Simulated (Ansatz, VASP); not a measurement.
## Ta3HN3 in VASP and in Ansatz

The input INCAR:

```
SYSTEM = Ta3HN3
ALGO = Normal ; DIPOL = 0.5 0.5 0.311
EDIFF = 1E-7 ; ENCUT = 520
GGA = PE ; IDIPOL = 3
ISIF = 2 ; ISMEAR = 0
ISPIN = 2 ; LASPH = .TRUE.
LCHARG = .FALSE. ; LDIPOL = .TRUE.
LMAXMIX = 4 ; LORBIT = 11
LREAL = .FALSE. ; LWAVE = .FALSE.
MAGMOM = 0 0 0 0 0 0 1 ; NBANDS = 38
NELM = 150 ; PREC = Accurate
SIGMA = 0.1
```

Contents of KPOINTS:

```
k-points
0
G
  9 9 1
  0 0 0
```

File POSCAR:

```
Ta3HN3
1.0
    3.1228193035      0.0000000000      0.0000000000
    0.0000000000      3.1228193035      0.0000000000
    0.0000000000      0.0000000000     21.5908392430
Ta N H
3 3 1
Direct
    0.0000000000      0.0000000000      0.1852637572
    0.5000000000      0.5000000000      0.2890369107
    0.0000000000      0.0000000000      0.3832407719
    0.5000000000      0.5000000000      0.1852637572
    0.0000000000      0.0000000000      0.2843927699
    0.5000000000      0.5000000000      0.3978927890
    0.7500000000      0.7500000000      0.4502298004
```

Input for Ansatz:

```yaml
crystal:
  lattice:
    - [3.1228193035, 0.0, 0.0]
    - [0.0, 3.1228193035, 0.0]
    - [0.0, 0.0, 21.590839243]
  atoms:
    - { symbol: Ta, position: [0.0, 0.0, 0.1852637572] }
    - { symbol: "N", position: [0.5, 0.5, 0.1852637572] }
    - { symbol: Ta, position: [0.5, 0.5, 0.2890369107] }
    - { symbol: "N", position: [0.0, 0.0, 0.2843927699] }
    - { symbol: Ta, position: [0.0, 0.0, 0.3832407719] }
    - { symbol: "N", position: [0.5, 0.5, 0.397892789] }
    - { symbol: H, position: [0.75, 0.75, 0.4502298004], spin: 1.0 }
basis:
  ecutwfc: 420
kpoints:
  mp_grid: { grid: [9, 9, 1] }
hamiltonian:
  xc: pbe
  pseudopotentials: { kind: paw, azcp: { folder: soft_1 } }
scf:
  occupations: { method: gaussian, width: 0.1 }
output:
  forces: true
  eigenvalues: true
  populations: true
magnetization:
  spin_polarized: true
efield:
  axis: 3
  dipole_correction: true
  ramp_width: 0.04
```

Alike in both runs: task single point; functional PBE; k mesh 9 × 9 × 1; occupations gaussian, width 0.1 eV; collinear spin.

|  | VASP | Ansatz |
| --- | --- | --- |
| version | VASP 6.6.1 | Ansatz 0.2.0 |
| potentials or method | VASP PAW PBE potentials, release 64 (Ta_pv, N, H), cutoff 520 eV | scalar-relativistic, plane waves, PAW |
| valence electrons in the cell | 49 | 55 |

VASP gave:

| Property | Result |
| --- | --- |
| gap on the k mesh at the Fermi level (eV) | none |
| rms of the force components (eV/Å) | 0.841 |
| net moment per atom (μB) | 0.00 |

What did Ansatz give for the same quantities?

gap on the k mesh at the Fermi level (eV): none; rms of the force components (eV/Å): 0.846; net moment per atom (μB): 0.00.

A gap of «none» marks a metal or a gap that the smearing closes. With one functional, cell and mesh, what is left measures potentials, basis and numerics. VASP's potentials hold 49 valence electrons a cell and Ansatz's 55, so a difference there can come from the potentials and not from the codes. Ansatz's warnings: seeded moment not kept.

Spin-orbit coupling is off throughout.
